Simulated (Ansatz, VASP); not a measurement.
# Two plane-wave programs on Na2TeP2

```
Na Te P
1.0
    -1.73227    1.73227    9.22038
     1.73227   -1.73227    9.22038
     1.73227    1.73227   -9.22038
Na Te P
2 1 2
Direct
  0.38454 0.38454 0.00000
  0.61546 0.61546 0.00000
  0.00000 0.00000 0.00000
  0.75000 0.25000 0.50000
  0.25000 0.75000 0.50000
```

Change from the starting cell: species swapped into the ZrFe2Si2 type (I4/mmm, No. 139).

Alike in both runs: functional PBE; k mesh 6 × 6 × 6; occupations gaussian, width 0.1 eV; no spin polarisation.

Ansatz relaxed the structure, and its values are those at the end. VASP's run is a single point on that final structure, the one shown.

|  | VASP | Ansatz |
| --- | --- | --- |
| version | VASP 6.6.1 | Ansatz 0.2.0 |
| potentials or method | VASP PAW PBE potentials, release 64 (Na_pv, Te, P), cutoff 520 eV | scalar-relativistic, plane waves, PAW |
| valence electrons in the cell | 30 | 44 |

```tsv
	VASP	Ansatz	Ansatz less VASP
gap on the k mesh at the Fermi level (eV)	none	none	-
pressure (GPa)	0.0	0.0	+0.04
rms of the force components (eV/Å)	0.003	0.003	-0.0006
```

A gap of «none» marks a metal or a gap that the smearing closes. VASP's potentials hold 30 valence electrons a cell and Ansatz's 44, so a difference there can come from the potentials and not from the codes.

The k mesh is coarse, so the values compare programs but aren't converged. Spin-orbit coupling is off throughout.
